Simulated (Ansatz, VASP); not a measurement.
## CaO: VASP beside Ansatz

INCAR

```
  PREC = Accurate
  ENCUT = 520
  EDIFF = 1E-6
  ISMEAR = -1
  SIGMA = 0.05
  LREAL = F
  LASPH = T
  NELM = 100
  ALGO = Normal
  ISIF = 2
  LWAVE = F
  LCHARG = F
  GGA = RE
  NBANDS = 15
```

The input KPOINTS:

```
Automatic mesh
0
Gamma
  10 10 10
```

File POSCAR:

```
CaO
1.0
    0.0000000000      2.4035556960      2.4035556960
    2.4035556960      0.0000000000      2.4035556960
    2.4035556960      2.4035556960      0.0000000000
Ca O
1 1
Direct
    0.0000000000      0.0000000000      0.0000000000
    0.5000000000      0.5000000000      0.5000000000
```

File input.yaml:

```yaml
crystal:
  lattice:
    - [0.0, 2.403555696, 2.403555696]
    - [2.403555696, 0.0, 2.403555696]
    - [2.403555696, 2.403555696, 0.0]
  atoms:
    - { symbol: Ca, position: [0.0, 0.0, 0.0] }
    - { symbol: O, position: [0.5, 0.5, 0.5] }
kpoints:
  mp_grid: { grid: [10, 10, 10] }
  band_path:
    path:
      - [0.0, 0.0, 0.0]
      - [0.5, 0.0, 0.5]
      - [0.5, 0.25, 0.75]
      - [0.375, 0.375, 0.75]
      - [0.0, 0.0, 0.0]
      - [0.5, 0.5, 0.5]
      - [0.625, 0.25, 0.625]
      - [0.5, 0.25, 0.75]
    npoints: 6
scf:
  occupations: { method: fermi_dirac, width: 0.05 }
hamiltonian:
  xc: revpbe
  pseudopotentials: { kind: all_electron, lapw: { basis_error: 0.001 } }
output:
  forces: true
  stress: true
  eigenvalues: true
```

Alike in both runs: functional revPBE; k mesh 10 × 10 × 10; occupations fermi-dirac, width 0.05 eV; no spin polarisation.

```csv
,VASP,Ansatz
version,VASP 6.6.1,Ansatz 0.2.0
potentials or method,"VASP PAW PBE potentials, release 64 (Ca_sv, O), cutoff 520 eV","all-electron LAPW, scalar-relativistic"
task,single point,band structure
```

Ansatz gave:

| Property | Result |
| --- | --- |
| gap on the k mesh at the Fermi level (eV) | 3.73 |
| least direct gap on the mesh (eV) | 4.11 |
| pressure (GPa) | 4.4 |

Question: What did VASP give for the same quantities?

Answer: gap on the k mesh at the Fermi level (eV): 3.72; least direct gap on the mesh (eV): 4.09; pressure (GPa): 5.0.

VASP's potentials were made for PBE, not for revPBE. Ansatz ran all-electron here, and VASP with PAW potentials.
